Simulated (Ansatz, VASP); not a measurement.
**Al2Cu in VASP and in Ansatz**

INCAR

```
ALGO = Fast
EDIFF = 1E-6
ENCUT = 520
GGA = CA
ISIF = 2
ISMEAR = 0
LASPH = T
LCHARG = F
LREAL = F
LWAVE = F
NBANDS = 16
NELM = 100
PREC = Accurate
SIGMA = 0.15
```

KPOINTS

```
k-points
0
Gamma
  14 14 14
```

File POSCAR:

```
Al2Cu
1.0
   -2.0514581936      2.0514581936      2.9768500000
    2.0514581936     -2.0514581936      2.9768500000
    2.0514581936      2.0514581936     -2.9768500000
Al Cu
2 1
Direct
    0.7500000000      0.2500000000      0.5000000000
    0.2500000000      0.7500000000      0.5000000000
    0.5000000000      0.5000000000      0.0000000000
```

Input for Ansatz:

```yaml
crystal:
  lattice:
    - [-2.0514581936, 2.0514581936, 2.97685]
    - [2.0514581936, -2.0514581936, 2.97685]
    - [2.0514581936, 2.0514581936, -2.97685]
  atoms:
    - { symbol: Al, position: [0.75, 0.25, 0.5] }
    - { symbol: Al, position: [0.25, 0.75, 0.5] }
    - { symbol: Cu, position: [0.5, 0.5, 0.0] }
basis:
  ecutwfc: 520.0
kpoints:
  mp_grid: { grid: [14, 14, 14] }
hamiltonian:
  xc: lda
  pseudopotentials: { kind: paw, azcp: { folder: soft_1 } }
scf:
  occupations: { method: gaussian, width: 0.15 }
output:
  forces: true
  stress: true
  eigenvalues: true
```

Alike in both runs: task single point; functional LDA; k mesh 14 × 14 × 14; occupations gaussian, width 0.15 eV; no spin polarisation.

|  | VASP | Ansatz |
| --- | --- | --- |
| version | VASP 6.6.1 | Ansatz 0.2.0 |
| potentials or method | VASP PAW LDA potentials, release 64 (Al, Cu), cutoff 520 eV | scalar-relativistic, plane waves, PAW |
| valence electrons in the cell | 17 | 25 |

```csv
,VASP,Ansatz,Ansatz less VASP
gap on the k mesh at the Fermi level (eV),none,none,-
pressure (GPa),-8.1,-8.5,-0.39
"traceless stress, the component that is largest in VASP (GPa)",-1.31,-1.33,-0.016
```

Ansatz warns that its potentials were made for another functional, while VASP's fit it. LDA's correlation is that of Perdew and Zunger in VASP and of Perdew and Wang (1992) in Ansatz. A gap of «none» marks a metal or a gap that the smearing closes. VASP's potentials hold 17 valence electrons a cell and Ansatz's 25, so a difference there can come from the potentials and not from the codes.
